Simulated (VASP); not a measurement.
# BaZrO3 (Pm-3m) in VASP: notebook

Aim: see how the results for BaZrO3 move with the level of theory and the settings. Levels: PBE+D3(BJ), RPBE, r2SCAN+D4. Tasks: single point.

Everything below comes from runs of VASP 6.6.1. Logs are shortened: lines on timing, memory, paths and dates and some standing lists are left out, and cuts for length are marked.

**1. The cell of the first run**

Symmetry: Pm-3m, No. 221, cubic system. The conventional cell has a = 4.203 Å, b = 4.203 Å, c = 4.203 Å, α = 90.00°, β = 90.00°, γ = 90.00°. Within 3.9 Å of Ba (site symmetry m-3m) lie 12 O at 2.97 Å and 8 Zr at 3.64 Å. Within 2.8 Å of Zr (site symmetry m-3m) lie 6 O at 2.10 Å. O (site symmetry 4/mmm) has 2 Zr at 2.10 Å within 2.8 Å.

**2. Single point, PBE+D3(BJ)**

The input, INCAR:

```
SYSTEM = BaZrO3
PREC = Accurate
ENCUT = 520
EDIFF = 1E-6
ISMEAR = 0
SIGMA = 0.01
LREAL = .False.
LASPH = .True.
NELM = 100
ALGO = Normal
ISIF = 2
LWAVE = .False.
LCHARG = .False.
GGA = PE
IVDW = 12
NBANDS = 28
```

The input, KPOINTS:

```
regular mesh
0
Gamma
  6 6 6
  0 0 0
```

The input, POSCAR:

```
BaZrO3
1.0
    4.2029800996      0.0000000000      0.0000000000
    0.0000000000      4.2029800996      0.0000000000
    0.0000000000      0.0000000000      4.2029800996
Ba Zr O
1 1 3
Direct
    0.0000000000      0.0000000000      0.0000000000
    0.5000000000      0.5000000000      0.5000000000
    0.0000000000      0.5000000000      0.5000000000
    0.5000000000      0.0000000000      0.5000000000
    0.5000000000      0.5000000000      0.0000000000
```

Potentials or basis: VASP PAW PBE potentials, release 64 (Ba_sv, Zr_sv, O).

Run with:

```sh
cat potpaw_PBE.64/Ba_sv/POTCAR potpaw_PBE.64/Zr_sv/POTCAR potpaw_PBE.64/O/POTCAR > POTCAR
mpirun -np 1 vasp_std > vasp.out
```

OUTCAR:

```text
SYSTEM = BaZrO3
   PREC = Accurate
   ENCUT = 520
   EDIFF = 1E-6
   ISMEAR = 0
   LREAL = .False.
   LASPH = .True.
   NELM = 100
   ISIF = 2
   GGA = PE
   IVDW = 12
 IVDW          = 12

 ion  position               nearest neighbor table
   1  0.000  0.000  0.000-   3 2.97   4 2.97   5 2.97   3 2.97   4 2.97   3 2.97   5 2.97   3 2.97
                             4 2.97   5 2.97   4 2.97   5 2.97   2 3.64   2 3.64   2 3.64   2 3.64
   2  0.500  0.500  0.500-   3 2.10   4 2.10   5 2.10   5 2.10   4 2.10   3 2.10   1 3.64   1 3.64
                             1 3.64   1 3.64   1 3.64   1 3.64   1 3.64   1 3.64
   3  0.000  0.500  0.500-   2 2.10   2 2.10   1 2.97   1 2.97   1 2.97   1 2.97
   4  0.500  0.000  0.500-   2 2.10   2 2.10   1 2.97   1 2.97   1 2.97   1 2.97
   5  0.500  0.500  0.000-   2 2.10   2 2.10   1 2.97   1 2.97   1 2.97   1 2.97

  LATTYP: Found a simple cubic cell.
 ALAT       =     4.2029800996

  Lattice vectors:

 A1 = (   4.2029800996,   0.0000000000,   0.0000000000)
 A2 = (   0.0000000000,   4.2029800996,   0.0000000000)
 A3 = (   0.0000000000,   0.0000000000,   4.2029800996)

Analysis of symmetry for initial positions (statically):
=====================================================================
 Subroutine PRICEL returns:
 Original cell was already a primitive cell.

 Routine SETGRP: Setting up the symmetry group for a
 simple cubic supercell.

 Subroutine GETGRP returns: Found 48 space group operations
 (whereof 48 operations were pure point group operations)
 out of a pool of 48 trial point group operations.

The static configuration has the point symmetry O_h .

Analysis of symmetry for dynamics (positions and initial velocities):
=====================================================================
 Subroutine PRICEL returns:
 Original cell was already a primitive cell.

 Routine SETGRP: Setting up the symmetry group for a
 simple cubic supercell.

 Subroutine GETGRP returns: Found 48 space group operations
 (whereof 48 operations were pure point group operations)
 out of a pool of 48 trial point group operations.

The dynamic configuration has the point symmetry O_h .

 Subroutine INISYM returns: Found 48 space group operations
 (whereof 48 operations are pure point group operations),
 and found     1 'primitive' translations

----------------------------------------------------------------------------------------

                                     Primitive cell

  volume of cell :      74.2458

  direct lattice vectors                    reciprocal lattice vectors
     4.202980100  0.000000000  0.000000000     0.237926418  0.000000000  0.000000000
     0.000000000  4.202980100  0.000000000     0.000000000  0.237926418  0.000000000
     0.000000000  0.000000000  4.202980100     0.000000000  0.000000000  0.237926418

  length of vectors
     4.202980100  4.202980100  4.202980100     0.237926418  0.237926418  0.237926418

  position of ions in fractional coordinates (direct lattice)
     0.000000000  0.000000000  0.000000000
     0.500000000  0.500000000  0.500000000
     0.000000000  0.500000000  0.500000000
     0.500000000  0.000000000  0.500000000
     0.500000000  0.500000000  0.000000000

  ion indices of the primitive-cell ions
   primitive index   ion index
                 1           1
                 2           2
                 3           3
                 4           4
                 5           5

----------------------------------------------------------------------------------------

 KPOINTS: regular mesh

Automatic generation of k-mesh.
 Grid dimensions read from file:
 generate k-points for:    6    6    6

 Generating k-lattice:

  Cartesian coordinates                     Fractional coordinates (reciprocal lattice)
     0.039654403  0.000000000  0.000000000     0.166666667  0.000000000  0.000000000
     0.000000000  0.039654403  0.000000000     0.000000000  0.166666667  0.000000000
     0.000000000  0.000000000  0.039654403     0.000000000  0.000000000  0.166666667

  Length of vectors
     0.039654403  0.039654403  0.039654403

  Shift w.r.t. Gamma in fractional coordinates (k-lattice)
     0.000000000  0.000000000  0.000000000

 Subroutine IBZKPT returns following result:
 ===========================================

 Found     20 irreducible k-points:

 Following reciprocal coordinates:
            Coordinates               Weight
  0.000000  0.000000  0.000000      1.000000
  0.166667  0.000000  0.000000      6.000000
  0.333333  0.000000  0.000000      6.000000
  0.500000  0.000000  0.000000      3.000000
  0.166667  0.166667  0.000000     12.000000
  0.333333  0.166667  0.000000     24.000000
[... 12 lines left out ...]
  0.500000  0.500000  0.333333      6.000000
  0.500000  0.500000  0.500000      1.000000
   k-points           NKPTS =     20   k-points in BZ     NKDIM =     20   number of bands    NBANDS=     28
   number of dos      NEDOS =    301   number of ions     NIONS =      5
   total plane-waves  NPLWV =  32768
   dimension x,y,z NGX =    32 NGY =   32 NGZ =   32
   dimension x,y,z NGXF=    64 NGYF=   64 NGZF=   64
   ions per type =               1   1   3
   NGX,Y,Z   is equivalent  to a cutoff of  12.66, 12.66, 12.66 a.u.
   NGXF,Y,Z  is equivalent  to a cutoff of  25.31, 25.31, 25.31 a.u.
 SYSTEM =  BaZrO3
   PREC   = accura    normal or accurate (medium, high low for compatibility)
   ISTART =      0    job   : 0-new  1-cont  2-samecut
   ICHARG =      2    charge: 1-file 2-atom 10-const
   ISPIN  =      1    spin polarized calculation?
   LNONCOLLINEAR =      F non collinear calculations
   LSORBIT =      F    spin-orbit coupling
   LASPH  =      T    aspherical Exc in radial PAW
   ENCUT  =  520.0 eV  38.22 Ry    6.18 a.u.   7.81  7.81  7.81*2*pi/ulx,y,z
   NELM   =    100;   NELMIN=  2; NELMDL= -5     # of ELM steps
   EDIFF  = 0.1E-05   stopping-criterion for ELM
   LREAL  =      F    real-space projection
   EDIFFG = 0.1E-04   stopping-criterion for IOM
   NSW    =      0    number of steps for IOM
   IBRION =     -1    ionic relax: 0-MD 1-quasi-New 2-CG
   NFREE  =      0    steps in history (QN), initial steepest desc. (CG)
   ISIF   =      2    stress and relaxation
   ISYM   =      2    0-nonsym 1-usesym 2-fastsym
   POTIM  = 0.5000    time-step for ionic-motion
   TEBEG  =    0.0;   TEEND  =   0.0 temperature during run
   PSTRESS=    0.0 pullay stress
   NELECT =      40.0000    total number of electrons
   NUPDOWN=      -1.0000    fix difference up-down
   EMIN   =  10.00;   EMAX   =-10.00  energy-range for DOS
   EFERMI =   0.00;   METHOD = LEGACY
   ISMEAR =     0;   SIGMA  =   0.01  broadening in eV -4-tet -1-fermi 0-gaus
   EFERMI_NEDOS =   21; number of points for ismear=-14 and -15
   IALGO  =     38    algorithm
   IMIX   =      4    mixing-type and parameters
     AMIX     =   0.40;   BMIX     =  1.00
     AMIX_MAG =   1.60;   BMIX_MAG =  1.00
  volume/ion in A,a.u.               =      14.85       100.21
  Fermi-wavevector in a.u.,A,eV,Ry     =   1.332102  2.517308 24.143482  1.774496
  Thomas-Fermi vector in A             =   2.461062
   LORBIT       =      0    0 simple, 1 ext, 2 COOP (PROOUT), +10 PAW based schemes
   GGA     = PE    functional components
   LHFCALC =     F    Hartree Fock is set to
   AEXX    =    0.0000 exact exchange contribution
   IVDW    =    12    specifies the selected vdW correction
   LEPSILON=     F    determine dielectric tensor
   LRPA    =     F    only Hartree local field effects (RPA)
 non-spin polarized calculation
 Gauss-broadening in eV      SIGMA  =   0.01
  energy-cutoff  :      520.00
  volume of cell :       74.25
 maximum number of plane-waves:      2016
 NGX is ok and might be reduce to    32
   NGX = 15   NGY = 15   NGZ = 15

 number of electron      39.9999995 magnetization

 Free energy of the ion-electron system (eV)
  ---------------------------------------------------
  ext. energy  EPLUGINS =         0.00000000
  ---------------------------------------------------
  free energy    TOTEN  =       -41.70366603 eV

  energy without entropy =      -41.70366603  energy(sigma->0) =      -41.70366603

 E-fermi :   3.8388     XC(G=0): -10.7293

 val. band max:        3.7301516231   @ k =   0.5000   0.5000   0.5000
 cond. band min:       6.9009972446   @ k =   0.0000   0.0000   0.0000
 fundamental gap:      3.1708456215
 Fermi energy:         3.8387901032

 k-point     1 :       0.0000    0.0000    0.0000
  band No.  band energies     occupation
      1     -43.3411      2.00000
      2     -21.6117      2.00000
      3     -21.4909      2.00000
      4     -21.4909      2.00000
      5     -21.4909      2.00000
      6     -12.6273      2.00000
[... 20 lines left out ...]
     27      11.0893      0.00000
     28      11.0893      0.00000

 k-point     2 :       0.1667    0.0000    0.0000
  band No.  band energies     occupation
      1     -43.3402      2.00000
      2     -21.6907      2.00000
      3     -21.4893      2.00000
      4     -21.4893      2.00000
      5     -21.4587      2.00000
      6     -12.6315      2.00000
[... 20 lines left out ...]
     27      11.0902      0.00000
     28      11.8706      0.00000

 k-point     3 :       0.3333    0.0000    0.0000
  band No.  band energies     occupation
      1     -43.3386      2.00000
      2     -21.8188      2.00000
      3     -21.4859      2.00000
      4     -21.4859      2.00000
      5     -21.4194      2.00000
      6     -12.7309      2.00000
[... 20 lines left out ...]
     27      11.2928      0.00000
     28      11.4924      0.00000

 k-point     4 :       0.5000    0.0000    0.0000
  band No.  band energies     occupation
      1     -43.3378      2.00000
      2     -21.8772      2.00000
      3     -21.4843      2.00000
      4     -21.4843      2.00000
      5     -21.4030      2.00000
      6     -12.7882      2.00000
[... 20 lines left out ...]
     27      11.0692      0.00000
     28      12.1933      0.00000

 k-point     5 :       0.1667    0.1667    0.0000
  band No.  band energies     occupation
      1     -43.3394      2.00000
      2     -21.7081      2.00000
      3     -21.5514      2.00000
      4     -21.4876      2.00000
      5     -21.4265      2.00000
      6     -12.5814      2.00000
[... 20 lines left out ...]
     27      11.5253      0.00000
     28      11.8022      0.00000

 k-point     6 :       0.3333    0.1667    0.0000
  band No.  band energies     occupation
      1     -43.3378      2.00000
      2     -21.7949      2.00000
      3     -21.5611      2.00000
      4     -21.4844      2.00000
      5     -21.4200      2.00000
      6     -12.6202      2.00000
[... 339 lines left out ...]
      5     -21.4754      2.00000
      6     -11.8629      2.00000
[... 20 lines left out ...]
     27      11.9752      0.00000
     28      11.9752      0.00000

 k-point    18 :       0.5000    0.3333    0.3333
  band No.  band energies     occupation
      1     -43.3331      2.00000
      2     -21.7332      2.00000
      3     -21.6615      2.00000
      4     -21.6597      2.00000
      5     -21.4910      2.00000
      6     -11.8048      2.00000
[... 20 lines left out ...]
     27      11.9382      0.00000
     28      12.6184      0.00000

 k-point    19 :       0.5000    0.5000    0.3333
  band No.  band energies     occupation
      1     -43.3323      2.00000
      2     -21.7177      2.00000
      3     -21.7177      2.00000
      4     -21.6585      2.00000
      5     -21.4961      2.00000
      6     -11.7107      2.00000
[... 20 lines left out ...]
     27      12.1964      0.00000
     28      12.9391      0.00000

 k-point    20 :       0.5000    0.5000    0.5000
  band No.  band energies     occupation
      1     -43.3315      2.00000
      2     -21.7154      2.00000
      3     -21.7154      2.00000
      4     -21.7154      2.00000
      5     -21.4874      2.00000
      6     -11.4357      2.00000
[... 20 lines left out ...]
     27      12.8192      0.00000
     28      12.8192      0.00000

------------------------ aborting loop because EDIFF is reached ----------------------------------------

 Edisp (eV)   -1.21875

 E8    (eV) :    -0.5708

  FORCE on cell =-STRESS in cart. coord.  units (eV):
  Direction    XX          YY          ZZ          XY          YZ          ZX
  --------------------------------------------------------------------------------------
  -------------------------------------------------------------------------------------
  Total       0.46586     0.46586     0.46586     0.00000    -0.00000     0.00000
  in kB      10.05305    10.05305    10.05305     0.00000    -0.00000     0.00000
  external pressure =       10.05 kB  Pullay stress =        0.00 kB

 VOLUME and BASIS-vectors are now :
 -----------------------------------------------------------------------------
  energy-cutoff  :      520.00
  volume of cell :       74.25
      direct lattice vectors                 reciprocal lattice vectors
     4.202980100  0.000000000  0.000000000     0.237926418  0.000000000  0.000000000
     0.000000000  4.202980100  0.000000000     0.000000000  0.237926418  0.000000000
     0.000000000  0.000000000  4.202980100     0.000000000  0.000000000  0.237926418

 POSITION                                       TOTAL-FORCE (eV/Angst)
 -----------------------------------------------------------------------------------
      0.00000      0.00000      0.00000         0.000000      0.000000      0.000000
      2.10149      2.10149      2.10149         0.000000      0.000000      0.000000
      0.00000      2.10149      2.10149         0.000000      0.000000      0.000000
      2.10149      0.00000      2.10149         0.000000      0.000000      0.000000
      2.10149      2.10149      0.00000         0.000000      0.000000      0.000000
 -----------------------------------------------------------------------------------
    total drift:                                0.000000     -0.000000     -0.000000

  FREE ENERGIE OF THE ION-ELECTRON SYSTEM (eV)
  ---------------------------------------------------
  free  energy   TOTEN  =       -42.9224168027 eV

  energy  without entropy=      -42.9224168027  energy(sigma->0) =      -42.92241680
```

Run time: 35 s. Hardware: 1 thread of Intel Xeon 6975P-C, shared host; peak memory 0.21 GiB.

Results:

| Item | Value |
| --- | --- |
| Free energy | -42.9224 eV |
| Pressure | 1.0 GPa |
| Band gap on the k mesh | 3.17 eV, indirect (least direct gap 3.40 eV) |
| Dispersion energy per atom | -0.244 eV |

Levels at points of the mesh, in eV from the valence-band top:
| k point | band 18 | band 19 | band 20 | band 21 | band 22 | band 23 |
| --- | --- | --- | --- | --- | --- | --- |
| (0.00, 0.00, 0.00) | -0.23 | -0.23 | -0.23 | 3.17 | 3.17 | 3.17 |
| (0.50, 0.00, 0.00) | -1.66 | -0.47 | -0.47 | 3.61 | 5.66 | 5.66 |
| (0.50, 0.50, 0.00) | -0.93 | -0.81 | -0.08 | 5.63 | 5.63 | 6.41 |
| (0.50, 0.50, 0.50) | 0.00 | 0.00 | 0.00 | 5.95 | 5.95 | 5.95 |

Caveat: spin-orbit coupling is left out, which moves the levels of the heavy elements.

[end of part 1 of 2]
